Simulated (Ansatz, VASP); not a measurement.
## Ti2B in VASP and in Ansatz

INCAR

```
PREC = Accurate ; ENCUT = 520
EDIFF = 1E-6 ; ISMEAR = -1
SIGMA = 0.1 ; LREAL = False
LASPH = True ; NELM = 80
ALGO = Normal ; ISIF = 2
LWAVE = False ; LCHARG = False
GGA = PE ; NBANDS = 36
```

Contents of KPOINTS:

```
Automatic mesh
0
Gamma
  3 3 3
```

File POSCAR:

```
Ti2B
1.0
   -2.8290690000      2.8290690000      2.3682650000
    2.8290690000     -2.8290690000      2.3682650000
    2.8290690000      2.8290690000     -2.3682650000
Ti B
4 2
Direct
    0.6644000000      0.1644000000      0.8288000000
    0.3356000000      0.8356000000      0.1712000000
    0.8356000000      0.6644000000      0.5000000000
    0.1644000000      0.3356000000      0.5000000000
    0.7500000000      0.7500000000      0.0000000000
    0.2500000000      0.2500000000      0.0000000000
```

Input for Ansatz:

```yaml
crystal:
  lattice:
    - [-2.829069, 2.829069, 2.368265]
    - [2.829069, -2.829069, 2.368265]
    - [2.829069, 2.829069, -2.368265]
  atoms:
    - { symbol: Ti, position: [0.6644, 0.16439999999999996, 0.8288] }
    - { symbol: Ti, position: [0.3356, 0.8356, 0.1712] }
    - { symbol: Ti, position: [0.8356, 0.6644, 0.5] }
    - { symbol: Ti, position: [0.1644, 0.3356, 0.5] }
    - { symbol: B, position: [0.75, 0.75, 0.0] }
    - { symbol: B, position: [0.25, 0.25, 0.0] }
basis:
  ecutwfc: 470.0
kpoints:
  mp_grid:
    grid: [3, 3, 3]
hamiltonian:
  xc: pbe
scf:
  occupations:
    method: fermi_dirac
output:
  stress: true
```

Alike in both runs: task single point; functional PBE; k mesh 3 × 3 × 3; no spin polarisation.

```csv
,VASP,Ansatz
version,VASP 6.6.1,Ansatz 0.2.0
potentials or method,"VASP PAW PBE potentials, release 64 (Ti_sv, B), cutoff 520 eV","plane waves, PAW"
occupations,"fermi-dirac, width 0.1 eV",fermi-dirac
valence electrons in the cell,54,54
```

Ansatz gave:

| Property | Result |
| --- | --- |
| pressure (GPa) | 0.4 |
| traceless stress, the component that is largest in VASP (GPa) | -0.19 |

**Question.** Estimate VASP's values.

**Answer.** Pressure (GPa): 0.3; traceless stress, the component that is largest in VASP (GPa): -0.22.

The k mesh is coarse, so the values compare programs but aren't converged.
